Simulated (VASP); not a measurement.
A run of VASP 6.6.1 is set up as follows.

INCAR

```
SYSTEM = ZnO
PREC     = Accurate       ! precision mode
ENCUT    = 520            ! plane-wave cutoff, eV
EDIFF    = 1E-7           ! SCF threshold, eV
ISMEAR   = 0              ! smearing method
SIGMA    = 0.05           ! smearing width, eV
LREAL    = Auto         
LASPH    = .TRUE.         ! aspherical terms in the spheres
NELM     = 80             ! most SCF steps
ALGO     = Normal         ! electronic algorithm
ISIF     = 2              ! what is computed and relaxed
LWAVE    = .FALSE.        ! write WAVECAR
LCHARG   = .FALSE.        ! write CHGCAR
LDIPOL   = .TRUE.       
IDIPOL   = 3            
DIPOL    = 0.5 0.5 0.500
GGA      = PS             ! functional
NBANDS   = 86             ! bands
```

Contents of KPOINTS:

```
regular mesh
0
G
  8 5 1
  0 0 0
```

File POSCAR:

```
ZnO
1.0
    3.2300235105      0.0000000000      0.0000000000
    0.0000000000      5.2142972728      0.0000000000
    0.0000000000      0.0000000000     24.3242747163
Zn O
8 8
Direct
    0.0000000000      0.9643529783      0.3233723771
    0.5000000000      0.5023272811      0.3418554077
    0.5000000000      1.0015624504      0.4265783394
    0.0000000000      0.5067486076      0.4596577535
    0.0000000000      1.0067485810      0.5403422436
    0.5000000000      0.5015624030      0.5734216606
    0.5000000000      1.0023271873      0.6581445911
    0.0000000000      0.4643528690      0.6766276232
    0.0000000000      0.6182531131      0.3083552509
    0.5000000000      0.1254029328      0.3476029712
    0.5000000000      0.6255476301      0.4222250308
    0.0000000000      0.1274052874      0.4627212654
    0.0000000000      0.6274052604      0.5372787373
    0.5000000000      0.1255475805      0.5777749706
    0.5000000000      0.6254028382      0.6523970312
    0.0000000000      0.1182529997      0.6916447466
```

Potentials or basis: VASP PAW PBE potentials, release 64 (Zn, O).

Run with:

```sh
$ cat potpaw_PBE.64/Zn/POTCAR potpaw_PBE.64/O/POTCAR > POTCAR
$ mpirun -np 1 vasp_std > vasp.out
```

Q: Estimate the largest force.

A: 0.106 eV/Å.

Q: What does it give for the band gap on the k mesh?

A: 0.86 eV.

Forces in eV/Å, atoms in the order of the input:
```
Zn   0.000  0.038 -0.028
Zn   0.000 -0.011  0.014
Zn   0.000 -0.001 -0.014
Zn   0.000  0.000  0.008
Zn   0.000  0.000 -0.008
Zn   0.000 -0.001  0.014
Zn   0.000 -0.011 -0.014
Zn   0.000  0.038  0.028
O    0.000 -0.054 -0.091
O    0.000  0.033  0.021
O    0.000 -0.013 -0.035
O    0.000  0.008  0.021
O    0.000  0.008 -0.021
O    0.000 -0.013  0.035
O    0.000  0.033 -0.021
O    0.000 -0.054  0.091
```

Caveat: the PAW data sets were made with another functional, which shifts forces and pressure a little.
